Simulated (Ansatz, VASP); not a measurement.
# Sb2TeO2 in VASP and in Ansatz

INCAR

```
  PREC = Accurate
  ENCUT = 520
  EDIFF = 1E-6
  ISMEAR = 0
  SIGMA = 0.1
  LREAL = False
  LASPH = True
  NELM = 60
  ALGO = Normal
  ISIF = 2
  LWAVE = False
  LCHARG = False
  GGA = PE
  NBANDS = 22
```

The input KPOINTS:

```
Automatic mesh
0
Gamma
  4 4 4
```

File POSCAR:

```
Sb2TeO2
1.0
    4.3558233600      0.0000000000      0.0000000000
    0.0000000000      4.3558233600      0.0000000000
    0.0000000000      0.0000000000      5.7586128200
Sb Te O
2 1 2
Direct
    0.5000000000      0.5000000000      0.7247068300
    0.5000000000      0.5000000000      0.2752931700
    0.0000000000      0.0000000000      0.0000000000
    0.5000000000      0.0000000000      0.5000000000
    0.0000000000      0.5000000000      0.5000000000
```

Input for Ansatz:

```yaml
crystal:
  lattice:
    - [4.35582336, 0.0, 0.0]
    - [0.0, 4.35582336, 0.0]
    - [0.0, 0.0, 5.75861282]
  atoms:
    - { symbol: Sb, position: [0.5, 0.5, 0.72470683] }
    - { symbol: Sb, position: [0.5, 0.5, 0.27529317] }
    - { symbol: Te, position: [0.0, 0.0, 0.0] }
    - { symbol: O, position: [0.5, 0.0, 0.5] }
    - { symbol: O, position: [0.0, 0.5, 0.5] }
basis:
  ecutwfc: 420
kpoints:
  mp_grid: { grid: [4, 4, 4] }
hamiltonian:
  xc: pbe
scf:
  occupations: { method: gaussian, width: 0.1 }
  lower_state_search: "off"
output:
  forces: true
  stress: true
  eigenvalues: true
```

Change from the starting cell: species swapped into the BaAs2Pd2 type (P4/mmm, No. 123).

Alike in both runs: task single point; functional PBE; k mesh 4 × 4 × 4; occupations gaussian, width 0.1 eV; no spin polarisation.

```csv
,VASP,Ansatz
version,VASP 6.6.1,Ansatz 0.2.0
potentials or method,"VASP PAW PBE potentials, release 64 (Sb, Te, O), cutoff 520 eV","scalar-relativistic, plane waves, PAW"
valence electrons in the cell,28,58
```

Ansatz gave:

```
gap on the k mesh at the Fermi level (eV)                     : none
pressure (GPa)                                                : -6.4
traceless stress, the component that is largest in VASP (GPa) : 15.10
rms of the force components (eV/Å)                            : 0.435
```

Task: Which values does VASP return?

Result: gap on the k mesh at the Fermi level (eV): none; pressure (GPa): -6.7; traceless stress, the component that is largest in VASP (GPa): 15.17; rms of the force components (eV/Å): 0.441.

Atom by atom the forces differ by 0.006 eV/Å (rms over components). A gap of «none» marks a metal or a gap that the smearing closes. With one functional, cell and mesh, what is left measures potentials, basis and numerics. VASP's potentials hold 28 valence electrons a cell and Ansatz's 58, so a difference there can come from the potentials and not from the codes.

The k mesh is coarse, so the values compare programs but aren't converged. Neither program's run includes spin-orbit coupling.
